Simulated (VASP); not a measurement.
# Ti (P6_3/mmc) in VASP: further runs

Ti is run at these levels: PBEsol; tasks: single point.

Everything below comes from runs of VASP 6.6.1. Logs are shortened: lines on timing, memory, paths and dates and some standing lists are left out, and cuts for length are marked.

### 1 The cell of the first run

The structure is hexagonal, space group P6_3/mmc (No. 194). Conventional cell: a = 2.081 Å, b = 2.081 Å, c = 4.017 Å, α = 90.00°, β = 90.00°, γ = 120.00°. Within 2.8 Å of Ti (site symmetry -6m2) lie 12 Ti at 2.08 to 2.34 Å.

### 2 Single point, PBEsol (volume scaled by 0.45)

Contents of INCAR:

```
PREC = Accurate
ENCUT = 520
EDIFF = 1E-7
ISMEAR = -1
SIGMA = 0.08
LREAL = F
LASPH = T
NELM = 60
ALGO = Normal
ISIF = 2
LWAVE = F
LCHARG = F
GGA = PS
NBANDS = 19
```

Contents of KPOINTS:

```
regular mesh
0
Gamma
  17 17 9
```

Contents of POSCAR:

```
Ti
1.0
    2.0807466602      0.0000000000      0.0000000000
   -1.0403733301      1.8019794666      0.0000000000
    0.0000000000      0.0000000000      4.0168411902
Ti
2
Direct
    0.3333333333      0.6666666667      0.2500000000
    0.6666666667      0.3333333333      0.7500000000
```

Potentials or basis: VASP PAW PBE potentials, release 64 (Ti_sv).

Run with:

```bash
> cat potpaw_PBE.64/Ti_sv/POTCAR > POTCAR
> mpirun -np 1 vasp_std > vasp.out
```

OUTCAR:

```text
PREC = Accurate
   ENCUT = 520
   EDIFF = 1E-7
   ISMEAR = -1
   LREAL = F
   LASPH = T
   NELM = 60
   ISIF = 2
   GGA = PS

 ion  position               nearest neighbor table
   1  0.333  0.667  0.250-   2 2.34   2 2.34   2 2.34   2 2.34   2 2.34   2 2.34
   2  0.667  0.333  0.750-   1 2.34   1 2.34   1 2.34   1 2.34   1 2.34   1 2.34

  LATTYP: Found a hexagonal cell.
 ALAT       =     2.0807466602
 C/A-ratio  =     1.9304806621

  Lattice vectors:

 A1 = (   2.0807466602,   0.0000000000,   0.0000000000)
 A2 = (  -1.0403733301,   1.8019794666,   0.0000000000)
 A3 = (   0.0000000000,   0.0000000000,   4.0168411902)

Analysis of symmetry for initial positions (statically):
=====================================================================
 Subroutine PRICEL returns:
 Original cell was already a primitive cell.

 Routine SETGRP: Setting up the symmetry group for a
 hexagonal supercell.

 Subroutine GETGRP returns: Found 24 space group operations
 (whereof 12 operations were pure point group operations)
 out of a pool of 24 trial point group operations.

The static configuration has the point symmetry D_3d.
 The point group associated with its full space group is D_6h.

Analysis of symmetry for dynamics (positions and initial velocities):
=====================================================================
 Subroutine PRICEL returns:
 Original cell was already a primitive cell.

 Routine SETGRP: Setting up the symmetry group for a
 hexagonal supercell.

 Subroutine GETGRP returns: Found 24 space group operations
 (whereof 12 operations were pure point group operations)
 out of a pool of 24 trial point group operations.

The dynamic configuration has the point symmetry D_3d.
 The point group associated with its full space group is D_6h.

 Subroutine INISYM returns: Found 24 space group operations
 (whereof 12 operations are pure point group operations),
 and found     1 'primitive' translations

----------------------------------------------------------------------------------------

                                     Primitive cell

  volume of cell :      15.0610

  direct lattice vectors                    reciprocal lattice vectors
     2.080746660  0.000000000  0.000000000     0.480596710  0.277472640  0.000000000
    -1.040373330  1.801979467  0.000000000     0.000000000  0.554945280  0.000000000
     0.000000000  0.000000000  4.016841190     0.000000000  0.000000000  0.248951839

  length of vectors
     2.080746660  2.080746660  4.016841190     0.554945280  0.554945280  0.248951839

  position of ions in fractional coordinates (direct lattice)
     0.333333333  0.666666667  0.250000000
     0.666666667  0.333333333  0.750000000

  ion indices of the primitive-cell ions
   primitive index   ion index
                 1           1
                 2           2

----------------------------------------------------------------------------------------

 KPOINTS: regular mesh

Automatic generation of k-mesh.
 Grid dimensions read from file:
 generate k-points for:   17   17    9

 Generating k-lattice:

  Cartesian coordinates                     Fractional coordinates (reciprocal lattice)
     0.028270395  0.016321920  0.000000000     0.058823529  0.000000000  0.000000000
     0.000000000  0.032643840  0.000000000     0.000000000  0.058823529  0.000000000
     0.000000000  0.000000000  0.027661315     0.000000000  0.000000000  0.111111111

  Length of vectors
     0.032643840  0.032643840  0.027661315

  Shift w.r.t. Gamma in fractional coordinates (k-lattice)
     0.000000000  0.000000000  0.000000000

 Subroutine IBZKPT returns following result:
 ===========================================

 Found    165 irreducible k-points:

 Following reciprocal coordinates:
            Coordinates               Weight
  0.000000  0.000000  0.000000      1.000000
  0.058824  0.000000  0.000000      6.000000
  0.117647  0.000000  0.000000      6.000000
  0.176471  0.000000  0.000000      6.000000
  0.235294  0.000000  0.000000      6.000000
  0.294118  0.000000  0.000000      6.000000
[... 16 lines left out ...]
  0.411765  0.117647  0.000000     12.000000
  0.176471  0.176471  0.000000      6.000000
 [... further k-points ...]
   k-points           NKPTS =    165   k-points in BZ     NKDIM =    165   number of bands    NBANDS=     19
   number of dos      NEDOS =    301   number of ions     NIONS =      2
   total plane-waves  NPLWV =   7680
   dimension x,y,z NGX =    16 NGY =   16 NGZ =   30
   dimension x,y,z NGXF=    32 NGYF=   32 NGZF=   60
   ions per type =               2
   NGX,Y,Z   is equivalent  to a cutoff of  12.78, 12.78, 12.42 a.u.
   NGXF,Y,Z  is equivalent  to a cutoff of  25.57, 25.57, 24.83 a.u.
 SYSTEM =  unknown system
   PREC   = accura    normal or accurate (medium, high low for compatibility)
   ISTART =      0    job   : 0-new  1-cont  2-samecut
   ICHARG =      2    charge: 1-file 2-atom 10-const
   ISPIN  =      1    spin polarized calculation?
   LNONCOLLINEAR =      F non collinear calculations
   LSORBIT =      F    spin-orbit coupling
   LASPH  =      T    aspherical Exc in radial PAW
   ENCUT  =  520.0 eV  38.22 Ry    6.18 a.u.   3.87  3.87  7.47*2*pi/ulx,y,z
   NELM   =     60;   NELMIN=  2; NELMDL= -5     # of ELM steps
   EDIFF  = 0.1E-06   stopping-criterion for ELM
   LREAL  =      F    real-space projection
   EDIFFG = 0.1E-05   stopping-criterion for IOM
   NSW    =      0    number of steps for IOM
   IBRION =     -1    ionic relax: 0-MD 1-quasi-New 2-CG
   NFREE  =      0    steps in history (QN), initial steepest desc. (CG)
   ISIF   =      2    stress and relaxation
   ISYM   =      2    0-nonsym 1-usesym 2-fastsym
   POTIM  = 0.5000    time-step for ionic-motion
   TEBEG  =    0.0;   TEEND  =   0.0 temperature during run
   PSTRESS=    0.0 pullay stress
   NELECT =      24.0000    total number of electrons
   NUPDOWN=      -1.0000    fix difference up-down
   EMIN   =  10.00;   EMAX   =-10.00  energy-range for DOS
   EFERMI =   0.00;   METHOD = LEGACY
   ISMEAR =    -1;   SIGMA  =   0.08  broadening in eV -4-tet -1-fermi 0-gaus
   EFERMI_NEDOS =   21; number of points for ismear=-14 and -15
   IALGO  =     38    algorithm
   IMIX   =      4    mixing-type and parameters
     AMIX     =   0.40;   BMIX     =  1.00
     AMIX_MAG =   1.60;   BMIX_MAG =  1.00
  volume/ion in A,a.u.               =       7.53        50.82
  Fermi-wavevector in a.u.,A,eV,Ry     =   1.912174  3.613484 49.748455  3.656408
  Thomas-Fermi vector in A             =   2.948612
   LORBIT       =      0    0 simple, 1 ext, 2 COOP (PROOUT), +10 PAW based schemes
   GGA     = PS    functional components
   LHFCALC =     F    Hartree Fock is set to
   AEXX    =    0.0000 exact exchange contribution
   IVDW    =     0    specifies the selected vdW correction
   LEPSILON=     F    determine dielectric tensor
   LRPA    =     F    only Hartree local field effects (RPA)
 non-spin polarized calculation
  energy-cutoff  :      520.00
  volume of cell :       15.06
 maximum number of plane-waves:       418
 NGX is ok and might be reduce to    16
   NGX =  7   NGY =  7   NGZ = 15

 number of electron      23.9999996 magnetization

 Free energy of the ion-electron system (eV)
  ---------------------------------------------------
  ext. energy  EPLUGINS =         0.00000000
  ---------------------------------------------------
  free energy    TOTEN  =        -6.50602286 eV

  energy without entropy =       -6.49087730  energy(sigma->0) =       -6.49845008

 E-fermi :  20.3042     XC(G=0): -16.2865

 val. band max:       20.2680078600   @ k =   0.1765   0.1765   0.0000
 cond. band min:      20.3312903321   @ k =   0.2941   0.1176   0.0000
 fundamental gap:      0.0632824721
 Fermi energy:        20.3042401715

 k-point     1 :       0.0000    0.0000    0.0000
  band No.  band energies     occupation
      1     -37.5471      2.00000
      2     -36.2393      2.00000
      3     -15.3376      2.00000
      4     -10.2189      2.00000
      5      -8.6785      2.00000
      6      -8.6785      2.00000
[... 11 lines left out ...]
     18      25.8639      0.00000
     19      28.1694      0.00000

 k-point     2 :       0.0588    0.0000    0.0000
  band No.  band energies     occupation
      1     -37.4742      2.00000
      2     -36.1791      2.00000
      3     -15.2605      2.00000
      4     -10.2069      2.00000
      5      -8.9632      2.00000
      6      -8.7509      2.00000
[... 11 lines left out ...]
     18      25.6769      0.00000
     19      28.2246      0.00000

 k-point     3 :       0.1176    0.0000    0.0000
  band No.  band energies     occupation
      1     -37.2601      2.00000
      2     -36.0038      2.00000
      3     -15.0334      2.00000
      4     -10.1757      2.00000
      5      -9.7556      2.00000
      6      -9.3808      2.00000
[... 11 lines left out ...]
     18      25.2063      0.00000
     19      28.3233      0.00000

 k-point     4 :       0.1765    0.0000    0.0000
  band No.  band energies     occupation
      1     -36.9191      2.00000
      2     -35.7298      2.00000
      3     -14.6696      2.00000
      4     -10.9011      2.00000
      5     -10.4586      2.00000
      6     -10.1398      2.00000
[... 11 lines left out ...]
     18      24.6035      0.00000
     19      28.3771      0.00000

 k-point     5 :       0.2353    0.0000    0.0000
  band No.  band energies     occupation
      1     -36.4769      2.00000
      2     -35.3864      2.00000
      3     -14.1924      2.00000
      4     -12.2146      2.00000
      5     -11.6958      2.00000
      6     -10.1215      2.00000
[... 11 lines left out ...]
     18      25.4891      0.00000
     19      28.3610      0.00000
[... 334 lines left out ...]
      2     -34.5881      2.00000
      3     -14.5279      2.00000
      4     -13.9975      2.00000
      5     -12.8923      2.00000
      6     -10.7481      2.00000
[... 11 lines left out ...]
     18      28.5469      0.00000
     19      31.4409      0.00000

 k-point    22 :       0.3529    0.1176    0.0000
  band No.  band energies     occupation
      1     -34.9156      2.00000
      2     -34.3621      2.00000
      3     -15.3008      2.00000
      4     -14.6772      2.00000
      5     -12.3672      2.00000
      6     -11.0405      2.00000
[... 11 lines left out ...]
     18      29.2014      0.00000
     19      33.0861      0.00000

 k-point    23 :       0.4118    0.1176    0.0000
  band No.  band energies     occupation
      1     -34.6589      2.00000
      2     -34.2592      2.00000
      3     -15.7161      2.00000
      4     -15.0463      2.00000
      5     -12.0069      2.00000
      6     -11.1925      2.00000
[... 11 lines left out ...]
     18      29.3839      0.00000
     19      34.1349      0.00000

 k-point    24 :       0.1765    0.1765    0.0000
  band No.  band energies     occupation
      1     -35.8624      2.00000
      2     -34.9347      2.00000
      3     -13.5128      2.00000
      4     -13.1019      2.00000
      5     -13.0634      2.00000
      6     -10.4171      2.00000
[... 11 lines left out ...]
     18      27.4908      0.00000
     19      29.5744      0.00000

 [... further k-points ...]
[... 5 lines left out ...]
  --------------------------------------------------------------------------------------
  -------------------------------------------------------------------------------------
  Total       29.9167002     29.9167002     28.8046261      0.0000000     -0.0000000      0.0000000
  in kB     3182.5157847   3182.5157848   3064.2141893      0.0000000     -0.0000000      0.0000000
  external PRESSURE =    3143.0819196 kB  Pullay stress =       0.0000000 kB

 VOLUME and BASIS-vectors are now :
 -----------------------------------------------------------------------------
  energy-cutoff  :      520.00
  volume of cell :       15.06
      direct lattice vectors                 reciprocal lattice vectors
     2.080746660  0.000000000  0.000000000     0.480596710  0.277472640  0.000000000
    -1.040373330  1.801979467  0.000000000     0.000000000  0.554945280  0.000000000
     0.000000000  0.000000000  4.016841190     0.000000000  0.000000000  0.248951839

 POSITION                                       TOTAL-FORCE (eV/Angst)
 -----------------------------------------------------------------------------------
     -0.00000      1.20132      1.00421        -0.000000      0.000000      0.000000
      1.04037      0.60066      3.01263         0.000000     -0.000000     -0.000000
 -----------------------------------------------------------------------------------
    total drift:                               -0.000000      0.000000     -0.000000

  FREE ENERGIE OF THE ION-ELECTRON SYSTEM (eV)
  ---------------------------------------------------
  free  energy   TOTEN  =        -6.5060228608 eV

  energy  without entropy=       -6.4908772975  energy(sigma->0) =       -6.49845008
```

It took 47 s on 1 thread of Intel Xeon 8259CL, shared host; peak memory 0.15 GiB.

Results:

```yaml
Free_energy: -6.5060 eV
Pressure: 314.3 GPa
Band_gap_on_the_k_mesh: zero (band 12 reaches 21.45 eV, above the bottom of band 13 at 19.76 eV)
```

Stress tensor (GPa, compression positive):
```
318.25   0.00   0.00
  0.00 318.25   0.00
  0.00   0.00 306.42
```

Levels at points of the mesh, in eV from the Fermi level:
```
           k point  band 8  band 9  band 10  band 11  band 12  band 13  band 14  band 15  band 16  band 17
(0.00, 0.00, 0.00)  -28.67   -5.42    -3.48    -1.40     1.13     1.13     1.82     1.82     4.87     5.56
```

Caveat: the PAW data sets were made with another functional, which shifts forces and pressure a little.

### 3 Single point, PBEsol (volume scaled by 0.55)

Contents of INCAR:

```
ALGO     = Normal         # electronic algorithm
EDIFF    = 1E-7           # SCF threshold, eV
ENCUT    = 520            # plane-wave cutoff, eV
GGA      = PS             # functional
ISIF     = 2              # what is computed and relaxed
ISMEAR   = -1             # smearing method
LASPH    = True           # aspherical terms in the spheres
LCHARG   = True           # write CHGCAR
LELF     = True           # ELF
LREAL    = False          # projectors in reciprocal space
LVHAR    = True         
LWAVE    = False          # write WAVECAR
NBANDS   = 19             # bands
NELM     = 80             # most SCF steps
PREC     = Accurate       # precision mode
SIGMA    = 0.08           # smearing width, eV
```

Contents of KPOINTS:

```
k-points
0
Gamma
  17 17 9
```

Contents of POSCAR:

```
Ti
1.0
    2.2205436699      0.0000000000      0.0000000000
   -1.1102718349      1.9230472283      0.0000000000
    0.0000000000      0.0000000000      4.3107676285
Ti
2
Direct
    0.3333333333      0.6666666667      0.2500000000
    0.6666666667      0.3333333333      0.7500000000
```

Potentials or basis: VASP PAW PBE potentials, release 64 (Ti_sv).

Run with:

```bash
> cat potpaw_PBE.64/Ti_sv/POTCAR > POTCAR
> mpirun -np 1 vasp_std > vasp.out
```

Wall time 68 s (1 thread of Intel Xeon 8259CL, shared host); peak memory 0.17 GiB.

It converged, with:

| Quantity | Value |
| --- | --- |
| Free energy | -11.3609 eV |
| Pressure | 167.8 GPa |
| Band gap on the k mesh | zero (band 12 reaches 17.91 eV, above the bottom of band 13 at 16.20 eV) |

Stress tensor (GPa, compression positive):
```
169.73   0.00   0.00
  0.00 169.73   0.00
  0.00   0.00 163.92
```

Levels at points of the mesh, in eV from the Fermi level:
| k point | band 9 | band 10 | band 11 | band 12 | band 13 | band 14 | band 15 | band 16 |
| --- | --- | --- | --- | --- | --- | --- | --- | --- |
| (0.00, 0.00, 0.00) | -6.08 | -3.33 | -1.08 | 1.38 | 1.38 | 1.90 | 1.90 | 2.42 |

Caveat: the PAW data sets were made with another functional, which shifts forces and pressure a little.
